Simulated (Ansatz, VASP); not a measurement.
Two plane-wave programs on W

INCAR

```
  PREC = Accurate
  ENCUT = 520
  EDIFF = 1E-6
  ISMEAR = 0
  SIGMA = 0.1
  LREAL = Auto
  LASPH = T
  NELM = 100
  ALGO = Normal
  ISIF = 2
  LWAVE = F
  LCHARG = F
  LDIPOL = T
  IDIPOL = 3
  DIPOL = 0.5 0.5 0.404
  GGA = PE
  IVDW = 12
  NBANDS = 126
```

KPOINTS

```
Automatic mesh
0
Gamma
  3 3 1
```

File POSCAR:

```
W
1.0
    6.3187499359      0.0000000000      0.0000000000
    0.0000000000      6.3187499359      0.0000000000
    0.0000000000      0.0000000000     25.6654624520
W
16
Direct
    0.2500000000      0.7500000000      0.3117029360
    0.2500000000      0.2500000000      0.3117029360
    0.7500000000      0.7500000000      0.3117029360
    0.7500000000      0.2500000000      0.3117029360
    0.5000000000      0.5000000000      0.3732520893
    0.5000000000      0.0000000000      0.3732520893
    0.0000000000      0.5000000000      0.3732520893
    0.0000000000      0.0000000000      0.3732520893
    0.7461165015      0.2457871268      0.4370461861
    0.7552618889      0.7553604641      0.4356713691
    0.2508201746      0.2509315977      0.4368833161
    0.2456971455      0.7461693551      0.4370600917
    0.0132201816      0.0129722503      0.4935328658
   -0.0158961491      0.4730222675      0.4957406168
    0.4729197331     -0.0153864510      0.4957154209
    0.5355015066      0.5354806617      0.4937146522
```

Input for Ansatz:

```yaml
crystal:
  lattice:
    - [6.3187499359, 0.0, 0.0]
    - [0.0, 6.3187499359, 0.0]
    - [0.0, 0.0, 25.665462452]
  atoms:
    - { symbol: W, position: [0.25, 0.75, 0.311702936] }
    - { symbol: W, position: [0.25, 0.25, 0.311702936] }
    - { symbol: W, position: [0.75, 0.75, 0.311702936] }
    - { symbol: W, position: [0.75, 0.25, 0.311702936] }
    - { symbol: W, position: [0.5, 0.5, 0.3732520893] }
    - { symbol: W, position: [0.5, 0.0, 0.3732520893] }
    - { symbol: W, position: [0.0, 0.5, 0.3732520893] }
    - { symbol: W, position: [0.0, 0.0, 0.3732520893] }
    - { symbol: W, position: [0.7461165015, 0.2457871268, 0.4370461861] }
    - { symbol: W, position: [0.7552618889, 0.7553604641, 0.4356713691] }
    - { symbol: W, position: [0.2508201746, 0.2509315977, 0.4368833161] }
    - { symbol: W, position: [0.2456971455, 0.7461693551, 0.4370600917] }
    - { symbol: W, position: [0.0132201816, 0.0129722503, 0.4935328658] }
    - { symbol: W, position: [-0.0158961491, 0.4730222675, 0.4957406168] }
    - { symbol: W, position: [0.4729197331, -0.015386451, 0.4957154209] }
    - { symbol: W, position: [0.5355015066, 0.5354806617, 0.4937146522] }
basis:
  ecutwfc: 420
kpoints:
  mp_grid: { grid: [3, 3, 1] }
hamiltonian:
  xc: pbe
  dispersion: d3bj
scf:
  occupations: { method: gaussian, width: 0.1 }
output:
  forces: true
  eigenvalues: true
  write_density: true
  volumetric_format: npy
efield:
  axis: 3
  dipole_correction: true
  ramp_width: 0.04
```

Alike in both runs: task single point; functional PBE; dispersion D3(BJ); k mesh 3 × 3 × 1; occupations gaussian, width 0.1 eV; no spin polarisation.

|  | VASP | Ansatz |
| --- | --- | --- |
| version | VASP 6.6.1 | Ansatz 0.2.0 |
| potentials or method | VASP PAW PBE potentials, release 64 (W_sv), cutoff 520 eV | scalar-relativistic, plane waves, PAW |
| valence electrons in the cell | 224 | 224 |

|  | VASP | Ansatz | Ansatz less VASP |
| --- | --- | --- | --- |
| gap on the k mesh at the Fermi level (eV) | none | none | - |
| rms of the force components (eV/Å) | 0.755 | 0.759 | +0.0043 |

Atom by atom the forces differ by 0.021 eV/Å (rms over components). A gap of «none» marks a metal or a gap that the smearing closes.

Neither program's run includes spin-orbit coupling.
